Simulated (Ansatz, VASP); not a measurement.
**ZnSn3N2: VASP beside Ansatz**

```
Zn Sn N
1.0
     3.85910    2.22805    2.38267
    -3.85910    2.22805    2.38267
     0.00000   -4.45611    2.38267
Zn Sn N
1 3 2
Direct
  0.00000 0.00000 0.00000
  0.00000 0.50000 0.50000
  0.50000 0.00000 0.50000
  0.50000 0.50000 0.00000
  0.25642 0.25642 0.25642
  0.74358 0.74358 0.74358
```

Alike in both runs: functional PBE; k mesh 3 × 3 × 3; occupations gaussian, width 0.1 eV; no spin polarisation.

Ansatz relaxed the structure, and its values are those at the end. VASP's run is a single point on that final structure, the one shown.

|  | VASP | Ansatz |
| --- | --- | --- |
| version | VASP 6.6.1 | Ansatz 0.2.0 |
| potentials or method | VASP PAW PBE potentials, release 64 (Zn, Sn_d, N), cutoff 520 eV | scalar-relativistic, plane waves, PAW |
| valence electrons in the cell | 64 | 64 |

```tsv
	VASP	Ansatz	Ansatz less VASP
gap on the k mesh at the Fermi level (eV)	none	none	-
pressure (GPa)	0.1	0.0	-0.15
rms of the force components (eV/Å)	0.038	0.002	-0.0359
```

A gap of «none» marks a metal or a gap that the smearing closes. With one functional, cell and mesh, what is left measures potentials, basis and numerics.

The k mesh is coarse, so the values compare programs but aren't converged.
